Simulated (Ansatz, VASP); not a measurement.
**InSb in VASP and in Ansatz**

```xyz
2
Lattice="0.0000 2.9447 3.5325 2.9447 0.0000 3.5325 2.9447 2.9447 0.0000" Properties=species:S:1:pos:R:3 pbc="T T T"
In    0.0000    0.0000    0.0000
Sb    2.9447    2.9447    3.5325
```

Alike in both runs: task single point; functional PBE; k mesh 14 × 14 × 14; occupations gaussian, width 0.15 eV; no spin polarisation.

|  | VASP | Ansatz |
| --- | --- | --- |
| version | VASP 6.6.1 | Ansatz 0.2.0 |
| potentials or method | VASP PAW PBE potentials, release 64 (In_d, Sb), cutoff 520 eV | scalar-relativistic, plane waves, PAW |
| valence electrons in the cell | 18 | 28 |

Ansatz gave:

```
gap on the k mesh at the Fermi level (eV)                     : none
pressure (GPa)                                                : 0.5
traceless stress, the component that is largest in VASP (GPa) : -5.67
```

Question: Estimate VASP's values.

Answer: gap on the k mesh at the Fermi level (eV): none; pressure (GPa): 0.5; traceless stress, the component that is largest in VASP (GPa): -5.66.

A gap of «none» marks a metal or a gap that the smearing closes. With one functional, cell and mesh, what is left measures potentials, basis and numerics. VASP's potentials hold 18 valence electrons a cell and Ansatz's 28, so a difference there can come from the potentials and not from the codes.

Spin-orbit coupling is off throughout.
